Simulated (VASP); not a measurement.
# CoSi2 (fluorite type) (Fm-3m) in VASP: notebook, part 2 of 2

VASP 6.6.1.

**3. Single point, LDA (volume scaled by 0.94)**

Input file INCAR:

```
SYSTEM = CoSi2
PREC = Accurate
ENCUT = 520
EDIFF = 1E-6
ISMEAR = -1
SIGMA = 0.1
LREAL = .False.
LASPH = .True.
NELM = 80
ALGO = Normal
ISIF = 2
LWAVE = .False.
LCHARG = .True.
LELF = .True.
LVHAR = .True.
NBANDS = 16
```

Input file KPOINTS:

```
Automatic mesh
0
Gamma
  10 10 10
  0 0 0
```

Input file POSCAR:

```
CoSi2
1.0
    0.0000000000      2.5834154768      2.5834154768
    2.5834154768      0.0000000000      2.5834154768
    2.5834154768      2.5834154768      0.0000000000
Co Si
1 2
Direct
    0.0000000000      0.0000000000      0.0000000000
    0.2500000000      0.2500000000      0.2500000000
    0.7500000000      0.7500000000      0.7500000000
```

Potentials or basis: VASP PAW LDA potentials, release 64 (Co, Si).

Command:

```
> cat potpaw_LDA.64/Co/POTCAR potpaw_LDA.64/Si/POTCAR > POTCAR
> mpirun -np 1 vasp_std > vasp.out
```

OUTCAR:

```text
SYSTEM = CoSi2
   PREC = Accurate
   ENCUT = 520
   EDIFF = 1E-6
   ISMEAR = -1
   LREAL = .False.
   LASPH = .True.
   NELM = 80
   ISIF = 2

 ion  position               nearest neighbor table
   1  0.000  0.000  0.000-   3 2.24   3 2.24   3 2.24   2 2.24   3 2.24   2 2.24   2 2.24   2 2.24

   2  0.250  0.250  0.250-   1 2.24   1 2.24   1 2.24   1 2.24   3 2.58   3 2.58   3 2.58   3 2.58
                             3 2.58   3 2.58
   3  0.750  0.750  0.750-   1 2.24   1 2.24   1 2.24   1 2.24   2 2.58   2 2.58   2 2.58   2 2.58
                             2 2.58   2 2.58

  LATTYP: Found a face centered cubic cell.
 ALAT       =     5.1668309536

  Lattice vectors:

 A1 = (   0.0000000000,   2.5834154768,   2.5834154768)
 A2 = (   2.5834154768,   0.0000000000,   2.5834154768)
 A3 = (   2.5834154768,   2.5834154768,   0.0000000000)

Analysis of symmetry for initial positions (statically):
=====================================================================
 Subroutine PRICEL returns:
 Original cell was already a primitive cell.

 Routine SETGRP: Setting up the symmetry group for a
 face centered cubic supercell.

 Subroutine GETGRP returns: Found 48 space group operations
 (whereof 48 operations were pure point group operations)
 out of a pool of 48 trial point group operations.

The static configuration has the point symmetry O_h .

Analysis of symmetry for dynamics (positions and initial velocities):
=====================================================================
 Subroutine PRICEL returns:
 Original cell was already a primitive cell.

 Routine SETGRP: Setting up the symmetry group for a
 face centered cubic supercell.

 Subroutine GETGRP returns: Found 48 space group operations
[... 120 lines left out ...]
   ISMEAR =    -1;   SIGMA  =   0.10  broadening in eV -4-tet -1-fermi 0-gaus
   EFERMI_NEDOS =   21; number of points for ismear=-14 and -15
   IALGO  =     38    algorithm
   IMIX   =      4    mixing-type and parameters
     AMIX     =   0.40;   BMIX     =  1.00
     AMIX_MAG =   1.60;   BMIX_MAG =  1.00
  volume/ion in A,a.u.               =      11.49        77.57
  Fermi-wavevector in a.u.,A,eV,Ry     =   1.293263  2.443913 22.756144  1.672529
  Thomas-Fermi vector in A             =   2.424920
   LORBIT       =      0    0 simple, 1 ext, 2 COOP (PROOUT), +10 PAW based schemes
   GGA     = CA    functional components
   LHFCALC =     F    Hartree Fock is set to
   AEXX    =    0.0000 exact exchange contribution
   IVDW    =     0    specifies the selected vdW correction
   LEPSILON=     F    determine dielectric tensor
   LRPA    =     F    only Hartree local field effects (RPA)
 non-spin polarized calculation
  energy-cutoff  :      520.00
  volume of cell :       34.48
 maximum number of plane-waves:       944
   NGX = 13   NGY = 13   NGZ = 13

 number of electron      16.9999995 magnetization

 Free energy of the ion-electron system (eV)
  ---------------------------------------------------
  ext. energy  EPLUGINS =         0.00000000
  ---------------------------------------------------
  free energy    TOTEN  =       -21.84665434 eV

  energy without entropy =      -21.81602077  energy(sigma->0) =      -21.83133755

 E-fermi :  11.5464     XC(G=0): -12.4072

 val. band max:       11.4704515131   @ k =   0.4000   0.0000   0.0000
 cond. band min:      11.5607296806   @ k =  -0.2000   0.3000   0.1000
 fundamental gap:      0.0902781676
 Fermi energy:        11.5463765940

 k-point     1 :       0.0000    0.0000    0.0000
  band No.  band energies     occupation
      1      -2.3986      2.00000
      2       6.9250      2.00000
      3       6.9250      2.00000
      4       6.9250      2.00000
      5       9.2286      2.00000
      6       9.2286      2.00000
[... 433 lines left out ...]
      3       6.1055      2.00000
      4       7.3163      2.00000
      5       7.3299      2.00000
      6       9.4842      2.00000
[... 8 lines left out ...]
     15      21.9660      0.00000
     16      24.1101      0.00000

 [... further k-points ...]

------------------------ aborting loop because EDIFF is reached ----------------------------------------

  FORCE on cell =-STRESS in cart. coord.  units (eV):
  Direction    XX          YY          ZZ          XY          YZ          ZX
  --------------------------------------------------------------------------------------
  -------------------------------------------------------------------------------------
  Total        3.1829038      3.1829038      3.1829038      0.0000000     -0.0000000      0.0000000
  in kB      147.8840494    147.8840494    147.8840494      0.0000000     -0.0000000      0.0000000
  external PRESSURE =     147.8840494 kB  Pullay stress =       0.0000000 kB

 VOLUME and BASIS-vectors are now :
 -----------------------------------------------------------------------------
  energy-cutoff  :      520.00
  volume of cell :       34.48
      direct lattice vectors                 reciprocal lattice vectors
     0.000000000  2.583415477  2.583415477    -0.193542233  0.193542233  0.193542233
     2.583415477  0.000000000  2.583415477     0.193542233 -0.193542233  0.193542233
     2.583415477  2.583415477  0.000000000     0.193542233  0.193542233 -0.193542233

 POSITION                                       TOTAL-FORCE (eV/Angst)
 -----------------------------------------------------------------------------------
      0.00000      0.00000      0.00000        -0.000000      0.000000      0.000000
      1.29171      1.29171      1.29171        -0.000000     -0.000000     -0.000000
      3.87512      3.87512      3.87512         0.000000      0.000000      0.000000
 -----------------------------------------------------------------------------------
    total drift:                               -0.000000     -0.000000      0.000000

  FREE ENERGIE OF THE ION-ELECTRON SYSTEM (eV)
  ---------------------------------------------------
  free  energy   TOTEN  =       -21.8466543412 eV

  energy  without entropy=      -21.8160207671  energy(sigma->0) =      -21.83133755
```

It took 24 s on 1 thread of AMD EPYC 7R13 (Zen 3), shared host; peak memory 0.12 GiB.

Results:

| Property | Result |
| --- | --- |
| Free energy | -21.8467 eV |
| Pressure | 14.8 GPa |

Levels at points of the mesh, in eV from the Fermi level:
```tsv
k point	band 7	band 8	band 9	band 10	band 11	band 12
(0.00, 0.00, 0.00)	1.78	3.47	3.47	3.47	3.85	3.85
(0.50, 0.00, 0.00)	-1.98	-0.51	-0.51	2.97	3.75	3.75
(0.50, 0.50, 0.00)	-2.34	-2.26	-1.62	2.00	2.96	8.70
```
